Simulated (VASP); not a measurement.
# GaGe3 (Fm-3m) in VASP: further runs

Runs on GaGe3. Level: PBEsol. Tasks: relaxation of cell and atoms.

Everything below comes from runs of VASP 6.6.1. Logs are shortened: lines on timing, memory, paths and dates and some standing lists are left out, and cuts for length are marked.

### 1 The cell of the first run

It takes space group Fm-3m (No. 225, cubic). Conventional cell: a = 6.774 Å, b = 6.774 Å, c = 6.774 Å, α = 90.00°, β = 90.00°, γ = 90.00°. Within 3.9 Å of Ge (site symmetry m-3m) lie 8 Ge at 2.93 Å and 6 Ga at 3.39 Å. Ge (site symmetry -43m) has 10 Ge at 2.93 to 3.39 Å and 4 Ga at 2.93 Å within 3.9 Å. Within 3.9 Å of Ga (site symmetry m-3m) lie 14 Ge at 2.93 to 3.39 Å.

### 2 Relaxation of cell and atoms, PBEsol, target pressure 2 GPa, at which the enthalpy is minimised

File INCAR:

```
SYSTEM = GaGe3
PREC = Accurate
ENCUT = 600
EDIFF = 1E-6
ISMEAR = -1
SIGMA = 0.05
LREAL = .FALSE.
LASPH = .TRUE.
NELM = 60
ALGO = Normal
ISIF = 3
LWAVE = .FALSE.
LCHARG = .FALSE.
GGA = PS
IBRION = 2
NSW = 60
EDIFFG = -0.01
PSTRESS = 20.0
```

File KPOINTS:

```
Automatic mesh
0
G
  7 7 7
  0 0 0
```

File POSCAR:

```
GaGe3
1.0
    0.0000000000      3.3871670000      3.3871670000
    3.3871670000      0.0000000000      3.3871670000
    3.3871670000      3.3871670000      0.0000000000
Ge Ga
3 1
Direct
    0.5000000000      0.5000000000      0.5000000000
    0.7500000000      0.7500000000      0.7500000000
    0.2500000000      0.2500000000      0.2500000000
    0.0000000000      0.0000000000      0.0000000000
```

Potentials or basis: VASP PAW PBE potentials, release 64 (Ge_d, Ga_d).

Command:

```bash
cat potpaw_PBE.64/Ge_d/POTCAR potpaw_PBE.64/Ga_d/POTCAR > POTCAR
mpirun -np 1 vasp_std > vasp.out
```

OUTCAR:

```text
SYSTEM = GaGe3
   PREC = Accurate
   ENCUT = 600
   EDIFF = 1E-6
   ISMEAR = -1
   LREAL = .FALSE.
   LASPH = .TRUE.
   NELM = 60
   ISIF = 3
   GGA = PS
   IBRION = 2
   NSW = 60
   EDIFFG = -0.01
   PSTRESS = 20.0

 ion  position               nearest neighbor table
   1  0.500  0.500  0.500-
   2  0.750  0.750  0.750-
   3  0.250  0.250  0.250-
   4  0.000  0.000  0.000-

  LATTYP: Found a face centered cubic cell.
 ALAT       =     6.7743340000

  Lattice vectors:

 A1 = (   0.0000000000,   3.3871670000,   3.3871670000)
 A2 = (   3.3871670000,   0.0000000000,   3.3871670000)
 A3 = (   3.3871670000,   3.3871670000,   0.0000000000)

Analysis of symmetry for initial positions (statically):
=====================================================================
 Subroutine PRICEL returns:
 Original cell was already a primitive cell.

 Routine SETGRP: Setting up the symmetry group for a
 face centered cubic supercell.

 Subroutine GETGRP returns: Found 48 space group operations
 (whereof 48 operations were pure point group operations)
 out of a pool of 48 trial point group operations.

The static configuration has the point symmetry O_h .

Analysis of symmetry for dynamics (positions and initial velocities):
=====================================================================
 Subroutine PRICEL returns:
 Original cell was already a primitive cell.

 Routine SETGRP: Setting up the symmetry group for a
 face centered cubic supercell.

 Subroutine GETGRP returns: Found 48 space group operations
 (whereof 48 operations were pure point group operations)
 out of a pool of 48 trial point group operations.

The dynamic configuration has the point symmetry O_h .

 Subroutine INISYM returns: Found 48 space group operations
 (whereof 48 operations are pure point group operations),
 and found     1 'primitive' translations

----------------------------------------------------------------------------------------

                                     Primitive cell

  volume of cell :      77.7213

  direct lattice vectors                    reciprocal lattice vectors
     0.000000000  3.387167000  3.387167000    -0.147615987  0.147615987  0.147615987
     3.387167000  0.000000000  3.387167000     0.147615987 -0.147615987  0.147615987
     3.387167000  3.387167000  0.000000000     0.147615987  0.147615987 -0.147615987

  length of vectors
     4.790177509  4.790177509  4.790177509     0.255678390  0.255678390  0.255678390

  position of ions in fractional coordinates (direct lattice)
     0.500000000  0.500000000  0.500000000
     0.750000000  0.750000000  0.750000000
     0.250000000  0.250000000  0.250000000
[... 64 lines left out ...]
   NGXF,Y,Z  is equivalent  to a cutoff of  27.76, 27.76, 27.76 a.u.
 SYSTEM =  GaGe3
   PREC   = accura    normal or accurate (medium, high low for compatibility)
   ISTART =      0    job   : 0-new  1-cont  2-samecut
   ICHARG =      2    charge: 1-file 2-atom 10-const
   ISPIN  =      1    spin polarized calculation?
   LNONCOLLINEAR =      F non collinear calculations
   LSORBIT =      F    spin-orbit coupling
   LASPH  =      T    aspherical Exc in radial PAW
   ENCUT  =  600.0 eV  44.10 Ry    6.64 a.u.   9.57  9.57  9.57*2*pi/ulx,y,z
   NELM   =     60;   NELMIN=  2; NELMDL= -5     # of ELM steps
   EDIFF  = 0.1E-05   stopping-criterion for ELM
   LREAL  =      F    real-space projection
   EDIFFG = -.1E-01   stopping-criterion for IOM
   NSW    =     60    number of steps for IOM
   IBRION =      2    ionic relax: 0-MD 1-quasi-New 2-CG
   NFREE  =      1    steps in history (QN), initial steepest desc. (CG)
   ISIF   =      3    stress and relaxation
   ISYM   =      2    0-nonsym 1-usesym 2-fastsym
   POTIM  = 0.5000    time-step for ionic-motion
   TEBEG  =    0.0;   TEEND  =   0.0 temperature during run
   PSTRESS=   20.0 pullay stress
   NELECT =      55.0000    total number of electrons
   NUPDOWN=      -1.0000    fix difference up-down
   EMIN   =  10.00;   EMAX   =-10.00  energy-range for DOS
   EFERMI =   0.00;   METHOD = LEGACY
   ISMEAR =    -1;   SIGMA  =   0.05  broadening in eV -4-tet -1-fermi 0-gaus
   EFERMI_NEDOS =   21; number of points for ismear=-14 and -15
   IALGO  =     38    algorithm
   IMIX   =      4    mixing-type and parameters
     AMIX     =   0.40;   BMIX     =  1.00
     AMIX_MAG =   1.60;   BMIX_MAG =  1.00
  volume/ion in A,a.u.               =      19.43       131.12
  Fermi-wavevector in a.u.,A,eV,Ry     =   1.458867  2.756859 28.957195  2.128294
  Thomas-Fermi vector in A             =   2.575501
   LORBIT       =      0    0 simple, 1 ext, 2 COOP (PROOUT), +10 PAW based schemes
   GGA     = PS    functional components
   LHFCALC =     F    Hartree Fock is set to
   AEXX    =    0.0000 exact exchange contribution
   IVDW    =     0    specifies the selected vdW correction
   LEPSILON=     F    determine dielectric tensor
   LRPA    =     F    only Hartree local field effects (RPA)
 conjugate gradient relaxation of ions
 non-spin polarized calculation
  energy-cutoff  :      600.00
  volume of cell :       77.72
 maximum number of plane-waves:      2637
 NGX is ok and might be reduce to    40
   NGX = 19   NGY = 19   NGZ = 19

--------------------------------------- Ionic step        1  -------------------------------------------

 number of electron      55.0000036 magnetization

 Free energy of the ion-electron system (eV)
  ---------------------------------------------------
  ext. energy  EPLUGINS =         0.00000000
  ---------------------------------------------------
  free energy    TOTEN  =       -17.33199589 eV

  energy without entropy =      -17.32254262  energy(sigma->0) =      -17.32726925

------------------------ aborting loop because EDIFF is reached ----------------------------------------

  FORCE on cell =-STRESS in cart. coord.  units (eV):
  Direction    XX          YY          ZZ          XY          YZ          ZX
  --------------------------------------------------------------------------------------
  -------------------------------------------------------------------------------------
  Total       -1.9456803     -1.9456803     -1.9456803      0.0000000     -0.0000000     -0.0000000
  in kB      -40.1090375    -40.1090375    -40.1090375      0.0000000     -0.0000000     -0.0000000
  external PRESSURE =     -60.1090375 kB  Pullay stress =      20.0000000 kB
[... 67 lines left out ...]
--------------------------------------- Ionic step        3  -------------------------------------------

 number of electron      54.9999986 magnetization

 Free energy of the ion-electron system (eV)
  ---------------------------------------------------
  ext. energy  EPLUGINS =         0.00000000
  ---------------------------------------------------
  free energy    TOTEN  =       -17.37905049 eV

  energy without entropy =      -17.37037257  energy(sigma->0) =      -17.37471153

 E-fermi :   6.8190     XC(G=0): -11.6535

 val. band max:        6.7161242611   @ k =  -0.4286   0.1429   0.0000
 cond. band min:       6.9036461928   @ k =   0.2857   0.1429   0.0000
 fundamental gap:      0.1875219318
 Fermi energy:         6.8190456233

 k-point     1 :       0.0000    0.0000    0.0000
  band No.  band energies     occupation
      1     -17.7470      2.00000
      2     -17.7470      2.00000
      3     -17.7378      2.00000
      4     -17.7378      2.00000
      5     -17.7378      2.00000
      6     -17.7107      2.00000
[... 744 lines left out ...]
  energy  without entropy=      -17.3703725713  energy(sigma->0) =      -17.37471153

  enthalpy is  TOTEN    =       -16.4885413927 eV   P V=        0.8905090972

 reached required accuracy - stopping structural energy minimisation
```

OSZICAR:

```text
N       E                     dE             d eps       ncg     rms          rms(c)
DAV:   1     0.450040903310E+03    0.45004E+03   -0.30232E+04  1536   0.482E+03
[... 27 lines left out ...]
DAV:   3    -0.173837319139E+02    0.64140E-01   -0.11822E-01  1799   0.473E+00    0.274E-01
DAV:   4    -0.173794152169E+02    0.43167E-02   -0.74329E-03  1521   0.150E+00    0.121E-01
DAV:   5    -0.173790319009E+02    0.38332E-03   -0.13327E-03  1694   0.119E+00    0.461E-02
DAV:   6    -0.173790491853E+02   -0.17284E-04   -0.29060E-04  1464   0.464E-01    0.255E-02
DAV:   7    -0.173790509904E+02   -0.18051E-05   -0.50357E-05  2240   0.160E-01    0.545E-03
DAV:   8    -0.173790512634E+02   -0.27302E-06   -0.21035E-05  1309   0.461E-02    0.619E-03
DAV:   9    -0.173790504899E+02    0.77353E-06   -0.16647E-06   919   0.954E-02
   3 F= -.16488541E+02 E0= -.16484202E+02  d E =-.126741E+00
```

CONTCAR:

```text
GaGe3
   1.00000000000000
     0.0000000000000000    3.2917712702778044    3.2917712702778044
     3.2917712702778044   -0.0000000000000000    3.2917712702778044
     3.2917712702778044    3.2917712702778044   -0.0000000000000000
  Ge              Ga
     3     1
Direct
     0.5000000000000000    0.5000000000000000    0.5000000000000000
     0.7500000000000000    0.7500000000000000    0.7500000000000000
     0.2500000000000000    0.2500000000000000    0.2500000000000000
     0.0000000000000000    0.0000000000000000    0.0000000000000000

  0.00000000E+00  0.00000000E+00  0.00000000E+00
  0.00000000E+00  0.00000000E+00  0.00000000E+00
  0.00000000E+00  0.00000000E+00  0.00000000E+00
  0.00000000E+00  0.00000000E+00  0.00000000E+00
```

Wall time 2.5 min (1 thread of Intel Xeon Platinum 8375C at 2.90GHz (Ice Lake), shared host); peak memory 0.28 GiB.

What came out:

| Quantity | Value |
| --- | --- |
| Free energy | -17.3791 eV |
| Relaxed volume | 17.83 Å³/atom |
| Relaxed cell | a = 4.655 Å, b = 4.655 Å, c = 4.655 Å, α = 60.00°, β = 60.00°, γ = 60.00° |
| Space group after relaxing (to 0.1 Å) | Fm-3m (No. 225) |
| Energy change on relaxing (the run minimises the enthalpy) | -11.8 meV/atom |
| Ionic steps | 3 |
| Pressure after relaxing | 2.0 GPa |
| Band gap on the k mesh | zero (an odd number of electrons rules out a gap without spin polarisation) |

The path:
```tsv
step	energy change (eV)	largest force (eV/Å)	pressure (GPa)	volume (Å³)
1	0.0000	0.0000	-4.01	77.72
2	-0.0189	0.0000	3.80	69.81
3	-0.0471	0.0000	2.02	71.34
```

Final structure:
```
Ge Ga
1.0
     0.00000    3.29177    3.29177
     3.29177    0.00000    3.29177
     3.29177    3.29177    0.00000
Ge Ga
3 1
Direct
  0.50000 0.50000 0.50000
  0.75000 0.75000 0.75000
  0.25000 0.25000 0.25000
  0.00000 0.00000 0.00000
```

Caveat: the cell is relaxed towards a set pressure, so the run minimises the enthalpy, not the energy; the PAW data sets were made with another functional, which shifts forces and pressure a little.

### 3 Relaxation of cell and atoms, PBEsol, target pressure 5 GPa, at which the enthalpy is minimised

Changes to INCAR since step 2:

```diff
@@ -3,3 +3,3 @@
 ENCUT = 600
-EDIFF = 1E-6
+EDIFF = 1E-7
 ISMEAR = -1
@@ -17,2 +17,2 @@
 EDIFFG = -0.01
-PSTRESS = 20.0
+PSTRESS = 50.0
```

KPOINTS is that of step 2.

POSCAR is that of step 2.

Potentials or basis: VASP PAW PBE potentials, release 64 (Ge_d, Ga_d).

Command:

```bash
cat potpaw_PBE.64/Ge_d/POTCAR potpaw_PBE.64/Ga_d/POTCAR > POTCAR
mpirun -np 1 vasp_std > vasp.out
```

It took 6.5 min on 1 thread of Intel Xeon Platinum 8375C at 2.90GHz (Ice Lake), shared host; peak memory 0.28 GiB.

It converged, with:

| Quantity | Value |
| --- | --- |
| Free energy | -17.3319 eV |
| Relaxed volume | 17.28 Å³/atom |
| Relaxed cell | a = 4.606 Å, b = 4.606 Å, c = 4.606 Å, α = 60.00°, β = 60.00°, γ = 60.00° |
| Space group after relaxing (to 0.1 Å) | Fm-3m (No. 225) |
| Energy change on relaxing (the run minimises the enthalpy) | +0.0 meV/atom |
| Ionic steps | 15 |
| Pressure after relaxing | 5.0 GPa |
| Band gap on the k mesh | zero (an odd number of electrons rules out a gap without spin polarisation) |

Step by step:
```tsv
step	energy change (eV)	largest force (eV/Å)	pressure (GPa)	volume (Å³)
1	0.0000	0.0000	-3.86	77.72
2	0.1248	0.0000	9.20	66.25
3	0.0044	0.0000	5.14	68.97
4	-0.0007	0.0000	4.88	69.14
5	-0.0007	0.0000	4.84	69.14
6	-0.0006	0.0000	4.88	69.13
7	-0.0006	0.0000	4.83	69.13
8	-0.0005	0.0000	4.83	69.13
9	-0.0005	0.0000	4.82	69.13
10	-0.0005	0.0000	4.82	69.13
11	-0.0005	0.0000	4.82	69.13
12	-0.0005	0.0000	4.86	69.13
13	-0.0004	0.0000	4.87	69.13
14	-0.0002	0.0000	4.89	69.12
15	0.0001	0.0000	4.97	69.11
```

Final structure:
```yaml
crystal:
  lattice:
    - [0.00000, 3.25717, 3.25717]
    - [3.25717, 0.00000, 3.25717]
    - [3.25717, 3.25717, 0.00000]
  atoms:
    - { symbol: Ge, position: [0.50000, 0.50000, 0.50000] }
    - { symbol: Ge, position: [0.75000, 0.75000, 0.75000] }
    - { symbol: Ge, position: [0.25000, 0.25000, 0.25000] }
    - { symbol: Ga, position: [0.00000, 0.00000, 0.00000] }
```

Levels at points of the mesh, in eV from the Fermi level:
```tsv
k point	band 26	band 27	band 28	band 29	band 30	band 31
(0.00, 0.00, 0.00)	-1.75	-1.47	-1.47	-1.47	-0.28	0.29
```

Caveat: the cell is relaxed towards a set pressure, so the run minimises the enthalpy, not the energy; the PAW data sets were made with another functional, which shifts forces and pressure a little.

[end of part 1 of 2]
